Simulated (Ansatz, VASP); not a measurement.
One calculation of Ta, two programs

```
Ta
1.0
     4.25455    0.00000    0.00000
    -2.12728    3.68455    0.00000
     0.00000    0.00000    2.42608
Ta
3
Direct
  0.00000 0.00000 0.00000
  0.33333 0.66667 0.50000
  0.66667 0.33333 0.50000
```

Change from the starting cell: volume scaled by 0.68, LAPW.

Alike in both runs: task single point; functional PBE; k mesh 9 × 9 × 12; occupations fermi-dirac, width 0.05 eV; no spin polarisation.

|  | VASP | Ansatz |
| --- | --- | --- |
| version | VASP 6.6.1 | Ansatz 0.2.0 |
| potentials or method | VASP PAW PBE potentials, release 64 (Ta_pv), cutoff 520 eV | all-electron LAPW, scalar-relativistic |

Ansatz gave:

```
pressure (GPa)                                                : 145.8
traceless stress, the component that is largest in VASP (GPa) : -0.42
```

Task: Estimate VASP's values.

Result: Pressure (GPa): 149.9; traceless stress, the component that is largest in VASP (GPa): 0.23.

Both programs put the cell under a high pressure, so it lies far from rest at this level. Ansatz ran all-electron here, and VASP with PAW potentials.

Spin-orbit coupling is off throughout. Noted on VASP's run: the cell as given lies far from equilibrium.
